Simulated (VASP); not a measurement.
# CdO2 (P-3m1) in VASP: a series of runs

The runs below take CdO2 through relaxation of cell and atoms, with r2SCAN.

Program: VASP 6.6.1. These are calculated values, not measurements. Logs are shortened: lines on timing, memory, paths and dates and some standing lists are left out, and cuts for length are marked.

## 1. The cell of the first run

It takes space group P-3m1 (No. 164, trigonal). The conventional cell has a = 3.476 Å, b = 3.476 Å, c = 4.148 Å, α = 90.00°, β = 90.00°, γ = 120.00°. Cd (site symmetry -3m) has 6 O at 2.25 Å within 3.0 Å. O (site symmetry 3m) has 3 Cd at 2.25 Å and 6 O at 2.85 to 2.92 Å within 3.0 Å.

## 2. Relaxation of cell and atoms, r2SCAN, target pressure 2 GPa, at which the enthalpy is minimised

Contents of POSCAR:

```
CdO2
1.0
    3.4762300000      0.0000000000      0.0000000000
   -1.7381150000      3.0105034894      0.0000000000
    0.0000000000      0.0000000000      4.1480760000
Cd O
1 2
Direct
    0.0000000000      0.0000000000      0.0000000000
    0.6666666667      0.3333333333      0.7557810000
    0.3333333333      0.6666666667      0.2442190000
```

Contents of INCAR.step1:

```
PREC = Accurate
ENCUT = 600
ISMEAR = -1
SIGMA = 0.1
LREAL = False
LASPH = True
NELM = 100
GGA = PE
ALGO = Normal
EDIFF = 1E-4
LWAVE = True
LCHARG = False
```

Contents of INCAR.step2:

```
PREC = Accurate
ENCUT = 600
EDIFF = 1E-7
ISMEAR = -1
SIGMA = 0.1
LREAL = False
LASPH = True
NELM = 100
ALGO = Normal
ISIF = 3
LWAVE = False
LCHARG = False
METAGGA = R2SCAN
LMIXTAU = True
IBRION = 2
NSW = 80
EDIFFG = -0.005
PSTRESS = 20.0
ISTART = 1
```

Contents of KPOINTS:

```
regular mesh
0
Gamma
  9 9 6
```

Potentials or basis: VASP PAW PBE potentials, release 64 (Cd, O).

The run is started by

```sh
$ cat potpaw_PBE.64/Cd/POTCAR potpaw_PBE.64/O/POTCAR > POTCAR
$ cp INCAR.step1 INCAR
$ mpirun -np 1 vasp_std > vasp.out
$ cp INCAR.step2 INCAR
$ mpirun -np 1 vasp_std > vasp.out
```

OUTCAR:

```text
PREC = Accurate
   ENCUT = 600
   EDIFF = 1E-7
   ISMEAR = -1
   LREAL = False
   LASPH = True
   NELM = 100
   ISIF = 3
   METAGGA = R2SCAN
   IBRION = 2
   NSW = 80
   EDIFFG = -0.005
   PSTRESS = 20.0
   ISTART = 1

 ion  position               nearest neighbor table
   1  0.000  0.000  0.000-   2 2.25   3 2.25   2 2.25   3 2.25   2 2.25   3 2.25
   2  0.667  0.333  0.756-   1 2.25   1 2.25   1 2.25
   3  0.333  0.667  0.244-   1 2.25   1 2.25   1 2.25

  LATTYP: Found a hexagonal cell.
 ALAT       =     3.4762300000
 C/A-ratio  =     1.1932685697

  Lattice vectors:

 A1 = (   3.4762300000,   0.0000000000,   0.0000000000)
 A2 = (  -1.7381150000,   3.0105034894,   0.0000000000)
 A3 = (   0.0000000000,   0.0000000000,   4.1480760000)

Analysis of symmetry for initial positions (statically):
=====================================================================
 Subroutine PRICEL returns:
 Original cell was already a primitive cell.

 Routine SETGRP: Setting up the symmetry group for a
 hexagonal supercell.

 Subroutine GETGRP returns: Found 12 space group operations
 (whereof 12 operations were pure point group operations)
 out of a pool of 24 trial point group operations.

The static configuration has the point symmetry D_3d.

Analysis of symmetry for dynamics (positions and initial velocities):
=====================================================================
 Subroutine PRICEL returns:
 Original cell was already a primitive cell.

 Routine SETGRP: Setting up the symmetry group for a
 hexagonal supercell.

 Subroutine GETGRP returns: Found 12 space group operations
 (whereof 12 operations were pure point group operations)
 out of a pool of 24 trial point group operations.

The dynamic configuration has the point symmetry D_3d.

 Subroutine INISYM returns: Found 12 space group operations
 (whereof 12 operations are pure point group operations),
 and found     1 'primitive' translations

----------------------------------------------------------------------------------------

                                     Primitive cell

  volume of cell :      43.4105

  direct lattice vectors                    reciprocal lattice vectors
     3.476230000  0.000000000  0.000000000     0.287667962  0.166085175  0.000000000
    -1.738115000  3.010503489  0.000000000     0.000000000  0.332170351  0.000000000
     0.000000000  0.000000000  4.148076000     0.000000000  0.000000000  0.241075622

  length of vectors
     3.476230000  3.476230000  4.148076000     0.332170351  0.332170351  0.241075622

  position of ions in fractional coordinates (direct lattice)
     0.000000000  0.000000000  0.000000000
     0.666666667  0.333333333  0.755781000
     0.333333333  0.666666667  0.244219000

  ion indices of the primitive-cell ions
   primitive index   ion index
                 1           1
                 2           2
                 3           3

----------------------------------------------------------------------------------------

 KPOINTS: regular mesh

Automatic generation of k-mesh.
 Grid dimensions read from file:
 generate k-points for:    9    9    6

 Generating k-lattice:

  Cartesian coordinates                     Fractional coordinates (reciprocal lattice)
     0.031963107  0.018453908  0.000000000     0.111111111  0.000000000  0.000000000
     0.000000000  0.036907817  0.000000000     0.000000000  0.111111111  0.000000000
     0.000000000  0.000000000  0.040179270     0.000000000  0.000000000  0.166666667

  Length of vectors
     0.036907817  0.036907817  0.040179270

  Shift w.r.t. Gamma in fractional coordinates (k-lattice)
     0.000000000  0.000000000  0.000000000

 Subroutine IBZKPT returns following result:
 ===========================================

 Found     62 irreducible k-points:

 Following reciprocal coordinates:
            Coordinates               Weight
  0.000000  0.000000  0.000000      1.000000
  0.111111  0.000000  0.000000      6.000000
  0.222222  0.000000  0.000000      6.000000
  0.333333  0.000000  0.000000      6.000000
  0.444444  0.000000  0.000000      6.000000
  0.111111  0.111111  0.000000      6.000000
[... 16 lines left out ...]
  0.222222  0.111111  0.166667     12.000000
 -0.111111  0.333333  0.166667     12.000000
 [... further k-points ...]
   k-points           NKPTS =     62   k-points in BZ     NKDIM =     62   number of bands    NBANDS=     16
   number of dos      NEDOS =    301   number of ions     NIONS =      3
   total plane-waves  NPLWV =  28224
   dimension x,y,z NGX =    28 NGY =   28 NGZ =   36
   dimension x,y,z NGXF=    56 NGYF=   56 NGZF=   72
   ions per type =               1   2
   NGX,Y,Z   is equivalent  to a cutoff of  13.39, 13.39, 14.43 a.u.
   NGXF,Y,Z  is equivalent  to a cutoff of  26.78, 26.78, 28.86 a.u.
 SYSTEM =  unknown system
   PREC   = accura    normal or accurate (medium, high low for compatibility)
   ISTART =      1    job   : 0-new  1-cont  2-samecut
   ICHARG =      0    charge: 1-file 2-atom 10-const
   ISPIN  =      1    spin polarized calculation?
   LNONCOLLINEAR =      F non collinear calculations
   LSORBIT =      F    spin-orbit coupling
   LASPH  =      T    aspherical Exc in radial PAW
   ENCUT  =  600.0 eV  44.10 Ry    6.64 a.u.   6.94  6.94  8.28*2*pi/ulx,y,z
   NELM   =    100;   NELMIN=  2; NELMDL=  0     # of ELM steps
   EDIFF  = 0.1E-06   stopping-criterion for ELM
   LREAL  =      F    real-space projection
   EDIFFG = -.5E-02   stopping-criterion for IOM
   NSW    =     80    number of steps for IOM
   IBRION =      2    ionic relax: 0-MD 1-quasi-New 2-CG
   NFREE  =      1    steps in history (QN), initial steepest desc. (CG)
   ISIF   =      3    stress and relaxation
   ISYM   =      2    0-nonsym 1-usesym 2-fastsym
   POTIM  = 0.5000    time-step for ionic-motion
   TEBEG  =    0.0;   TEEND  =   0.0 temperature during run
   PSTRESS=   20.0 pullay stress
   NELECT =      24.0000    total number of electrons
   NUPDOWN=      -1.0000    fix difference up-down
   EMIN   =  10.00;   EMAX   =-10.00  energy-range for DOS
   EFERMI =   0.00;   METHOD = LEGACY
   ISMEAR =    -1;   SIGMA  =   0.10  broadening in eV -4-tet -1-fermi 0-gaus
   EFERMI_NEDOS =   21; number of points for ismear=-14 and -15
   IALGO  =     38    algorithm
   IMIX   =      4    mixing-type and parameters
     AMIX     =   0.40;   BMIX     =  1.00
     AMIX_MAG =   1.60;   BMIX_MAG =  1.00
  volume/ion in A,a.u.               =      14.47        97.65
  Fermi-wavevector in a.u.,A,eV,Ry     =   1.343632  2.539097 24.563251  1.805348
  Thomas-Fermi vector in A             =   2.471691
   LORBIT       =      0    0 simple, 1 ext, 2 COOP (PROOUT), +10 PAW based schemes
   METAGGA = R2SCAN    functional components
   LHFCALC =     F    Hartree Fock is set to
   AEXX    =    0.0000 exact exchange contribution
   IVDW    =     0    specifies the selected vdW correction
   LEPSILON=     F    determine dielectric tensor
   LRPA    =     F    only Hartree local field effects (RPA)
 conjugate gradient relaxation of ions
 non-spin polarized calculation
  energy-cutoff  :      600.00
  volume of cell :       43.41
 maximum number of plane-waves:      1467
   NGX = 13   NGY = 13   NGZ = 17

--------------------------------------- Ionic step        1  -------------------------------------------

 number of electron      23.9999999 magnetization

 Free energy of the ion-electron system (eV)
  ---------------------------------------------------
  ext. energy  EPLUGINS =         0.00000000
  ---------------------------------------------------
  free energy    TOTEN  =       -31.82975257 eV

  energy without entropy =      -31.67396915  energy(sigma->0) =      -31.75186086

------------------------ aborting loop because EDIFF is reached ----------------------------------------

  FORCE on cell =-STRESS in cart. coord.  units (eV):
  Direction    XX          YY          ZZ          XY          YZ          ZX
  --------------------------------------------------------------------------------------
  -------------------------------------------------------------------------------------
  Total       -2.2380562     -2.2380562     -2.1804005      0.0000000      0.0000000      0.0000000
  in kB      -82.6013646    -82.6013646    -80.4734289      0.0000000      0.0000000      0.0000000
  external PRESSURE =    -101.8920527 kB  Pullay stress =      20.0000000 kB
[... 63 lines left out ...]
  enthalpy is  TOTEN    =       -31.4188159961 eV   P V=        0.4728777363

--------------------------------------- Ionic step        3  -------------------------------------------

 number of electron      24.0000003 magnetization

 E-fermi :  -0.0656     XC(G=0): -11.3362

 val. band max:       -0.0695539402   @ k =   0.0000   0.0000   0.0000
 cond. band min:      -0.0427774693   @ k =   0.4444   0.0000   0.1667
 fundamental gap:      0.0267764709
 Fermi energy:        -0.0655508007

 k-point     1 :       0.0000    0.0000    0.0000
  band No.  band energies     occupation
      1     -18.8955      2.00000
      2     -17.1454      2.00000
      3      -8.0733      2.00000
      4      -8.0733      2.00000
      5      -7.6147      2.00000
      6      -6.8081      2.00000
[... 8 lines left out ...]
     15       9.2919      0.00000
     16      15.2151      0.00000
[... 467 lines left out ...]
  FREE ENERGIE OF THE ION-ELECTRON SYSTEM (eV)
  ---------------------------------------------------
  free  energy   TOTEN  =       -31.9270835037 eV

  energy  without entropy=      -31.7931249998  energy(sigma->0) =      -31.86010425

  enthalpy is  TOTEN    =       -31.4378810014 eV   P V=        0.4892025023

[... ionic steps 4 to 16 ...]

--------------------------------------- Ionic step       17  -------------------------------------------

 number of electron      24.0000004 magnetization

------------------------ aborting loop because EDIFF is reached ----------------------------------------

  FORCE on cell =-STRESS in cart. coord.  units (eV):
  Direction    XX          YY          ZZ          XY          YZ          ZX
  --------------------------------------------------------------------------------------
  -------------------------------------------------------------------------------------
  Total        0.4416671      0.4416671      0.4229239      0.0000000      0.0000000      0.0000000
  in kB       19.9898064     19.9898064     19.1414922      0.0000000      0.0000000      0.0000000
  external PRESSURE =      -0.2929650 kB  Pullay stress =      20.0000000 kB
[... 63 lines left out ...]
  enthalpy is  TOTEN    =       -31.6209187420 eV   P V=        0.4418950493

--------------------------------------- Ionic step       19  -------------------------------------------

 number of electron      24.0000004 magnetization

 Free energy of the ion-electron system (eV)
  ---------------------------------------------------
  ext. energy  EPLUGINS =         0.00000000
  ---------------------------------------------------
  free energy    TOTEN  =       -32.06265620 eV

  energy without entropy =      -31.96390304  energy(sigma->0) =      -32.01327962

 E-fermi :   0.9083     XC(G=0): -12.0845

 val. band max:        0.8957243347   @ k =   0.2222   0.0000   0.3333
 cond. band min:       0.9116556907   @ k =   0.0000   0.3333   0.1667
 fundamental gap:      0.0159313560
 Fermi energy:         0.9083445537

 k-point     1 :       0.0000    0.0000    0.0000
  band No.  band energies     occupation
      1     -18.2846      2.00000
      2     -15.9350      2.00000
      3      -6.9859      2.00000
      4      -6.9859      2.00000
      5      -6.7660      2.00000
      6      -5.7886      2.00000
[... 8 lines left out ...]
     15      10.8955      0.00000
     16      15.7933      0.00000
[... 467 lines left out ...]
  FREE ENERGIE OF THE ION-ELECTRON SYSTEM (eV)
  ---------------------------------------------------
  free  energy   TOTEN  =       -32.0626562022 eV

  energy  without entropy=      -31.9639030433  energy(sigma->0) =      -32.01327962

  enthalpy is  TOTEN    =       -31.6209240973 eV   P V=        0.4417321048

 reached required accuracy - stopping structural energy minimisation
```

It took 43 min on 1 thread of Intel Xeon Platinum 8259CL at 2.50GHz (Skylake/Cascade Lake), shared host; peak memory 0.24 GiB.

What came out:

```
Free energy                                                : -32.0627 eV
Relaxed volume                                             : 11.80 Å³/atom
Relaxed cell                                               : a = 3.384 Å, b = 3.384 Å, c = 3.569 Å, α = 90.00°, β = 90.00°, γ = 120.00°
Space group after relaxing (to 0.1 Å)                      : P-3m1 (No. 164)
Energy change on relaxing (the run minimises the enthalpy) : -77.6 meV/atom
Ionic steps                                                : 19
Pressure after relaxing                                    : 2.0 GPa
Band gap on the k mesh                                     : zero (bands 12 and 13 overlap by 1.57 eV)
```

The path:
```csv
step,energy change (eV),largest force (eV/Å),pressure (GPa),volume (Å³)
1,0.0000,0.1608,-8.19,43.41
2,-0.0619,0.7768,6.43,37.88
3,-0.0973,0.5072,1.75,39.19
4,-0.1294,0.5139,1.85,38.49
5,-0.2059,0.4431,3.09,36.36
6,-0.0462,0.1940,12.87,32.06
7,-0.2090,0.4128,5.34,35.12
8,-0.2020,0.3093,6.46,34.45
9,-0.2173,0.2060,-0.58,35.53
10,-0.2225,0.0326,2.65,34.99
11,-0.2274,0.0287,2.32,35.16
12,-0.2348,0.0170,1.55,35.56
13,-0.2340,0.0193,1.67,35.49
14,-0.2323,0.0329,2.30,35.35
15,-0.2330,0.0277,2.07,35.40
16,-0.2331,0.0117,2.01,35.40
17,-0.2331,0.0002,1.97,35.40
18,-0.2331,0.0018,1.98,35.40
19,-0.2329,0.0016,2.01,35.39
```

Final structure:
```cif
data_structure
_symmetry_space_group_name_H-M 'P 1'
_symmetry_Int_Tables_number 1
_cell_length_a 3.3838
_cell_length_b 3.3838
_cell_length_c 3.5685
_cell_angle_alpha 90.000
_cell_angle_beta 90.000
_cell_angle_gamma 120.000
_cell_volume 35.39
loop_
_atom_site_label
_atom_site_type_symbol
_atom_site_fract_x
_atom_site_fract_y
_atom_site_fract_z
_atom_site_occupancy
Cd1 Cd 0.00000 0.00000 0.00000 1
O1 O 0.66667 0.33333 0.71566 1
O2 O 0.33333 0.66667 0.28434 1
```

Caveat: the cell is relaxed towards a set pressure, so the run minimises the enthalpy, not the energy; the volume moved by over 15 % at a fixed basis, so the end points are rough; the PAW data sets were made with another functional, which shifts forces and pressure a little.

## 3. Relaxation of cell and atoms, r2SCAN, target pressure 5 GPa, at which the enthalpy is minimised

POSCAR is that of step 2.

Contents of INCAR.step1:

```
  PREC = Accurate
  ENCUT = 600
  ISMEAR = -1
  SIGMA = 0.1
  LREAL = False
  LASPH = True
  NELM = 80
  GGA = PE
  ALGO = Normal
  EDIFF = 1E-4
  LWAVE = True
  LCHARG = False
```

Contents of INCAR.step2:

```
  PREC = Accurate
  ENCUT = 600
  EDIFF = 1E-6
  ISMEAR = -1
  SIGMA = 0.1
  LREAL = False
  LASPH = True
  NELM = 80
  ALGO = Normal
  ISIF = 3
  LWAVE = False
  LCHARG = False
  METAGGA = R2SCAN
  LMIXTAU = True
  IBRION = 2
  NSW = 80
  EDIFFG = -0.005
  PSTRESS = 50.0
  ISTART = 1
```

Contents of KPOINTS:

```
Automatic mesh
0
Gamma
  9 9 6
```

Potentials or basis: VASP PAW PBE potentials, release 64 (Cd, O).

The run is started by

```sh
$ cat potpaw_PBE.64/Cd/POTCAR potpaw_PBE.64/O/POTCAR > POTCAR
$ cp INCAR.step1 INCAR
$ mpirun -np 1 vasp_std > vasp.out
$ cp INCAR.step2 INCAR
$ mpirun -np 1 vasp_std > vasp.out
```

Wall time 41 min (1 thread of Intel Xeon Platinum 8259CL at 2.50GHz (Skylake/Cascade Lake), shared host); peak memory 0.22 GiB.

The run converged. Its results:

```
Free energy                                                : -32.0427 eV
Relaxed volume                                             : 11.48 Å³/atom
Relaxed cell                                               : a = 3.368 Å, b = 3.368 Å, c = 3.508 Å, α = 90.00°, β = 90.00°, γ = 120.00°
Space group after relaxing (to 0.1 Å)                      : P-3m1 (No. 164)
Energy change on relaxing (the run minimises the enthalpy) : -71.0 meV/atom
Ionic steps                                                : 21
Pressure after relaxing                                    : 5.0 GPa
Band gap on the k mesh                                     : zero (bands 12 and 13 overlap by 1.58 eV)
```

Step by step:
| step | energy change (eV) | largest force (eV/Å) | pressure (GPa) | volume (Å³) |
| --- | --- | --- | --- | --- |
| 1 | 0.0000 | 0.1610 | -8.23 | 43.41 |
| 2 | 0.0317 | 1.1331 | 13.19 | 36.33 |
| 3 | -0.0803 | 0.6758 | 4.69 | 38.31 |
| 4 | -0.1223 | 0.6686 | 4.84 | 37.44 |
| 5 | -0.1952 | 0.4560 | 7.15 | 34.81 |
| 6 | 0.3828 | 0.5237 | 27.88 | 29.45 |
| 7 | -0.1600 | 0.5714 | 10.22 | 33.96 |
| 8 | -0.1143 | 0.3143 | 13.00 | 32.75 |
| 9 | -0.1451 | 0.4647 | 11.42 | 33.39 |
| 10 | -0.1996 | 0.1029 | 3.59 | 34.39 |
| 11 | -0.1948 | 0.0513 | 5.71 | 34.09 |
| 12 | -0.2013 | 0.0486 | 5.43 | 34.21 |
| 13 | -0.2159 | 0.0385 | 4.64 | 34.56 |
| 14 | -0.2163 | 0.0376 | 4.63 | 34.58 |
| 15 | -0.2125 | 0.0413 | 5.23 | 34.45 |
| 16 | -0.2128 | 0.0409 | 5.17 | 34.46 |
| 17 | -0.2133 | 0.0172 | 5.02 | 34.47 |
| 18 | -0.2134 | 0.0022 | 4.93 | 34.47 |
| 19 | -0.2134 | 0.0015 | 4.95 | 34.47 |
| 20 | -0.2134 | 0.0035 | 4.96 | 34.47 |
| 21 | -0.2129 | 0.0006 | 5.00 | 34.45 |

Final structure:
```
Cd O
1.0
     3.36774    0.00000    0.00000
    -1.68387    2.91655    0.00000
     0.00000    0.00000    3.50774
Cd O
1 2
Direct
  0.00000 0.00000 0.00000
  0.66667 0.33333 0.71185
  0.33333 0.66667 0.28815
```

Levels at points of the mesh, in eV from the Fermi level:
| k point | band 8 | band 9 | band 10 | band 11 | band 12 | band 13 | band 14 | band 15 | band 16 |
| --- | --- | --- | --- | --- | --- | --- | --- | --- | --- |
| (0.00, 0.00, 0.00) | -2.55 | -1.13 | -1.13 | -0.64 | -0.64 | -0.04 | 4.04 | 10.10 | 14.94 |
| (0.00, 0.00, 0.50) | -2.47 | -2.32 | -1.99 | -1.99 | 0.37 | 0.37 | 7.74 | 8.00 | 15.38 |

Caveat: the cell is relaxed towards a set pressure, so the run minimises the enthalpy, not the energy; the volume moved by over 15 % at a fixed basis, so the end points are rough; the PAW data sets were made with another functional, which shifts forces and pressure a little.

[end of part 1 of 2]
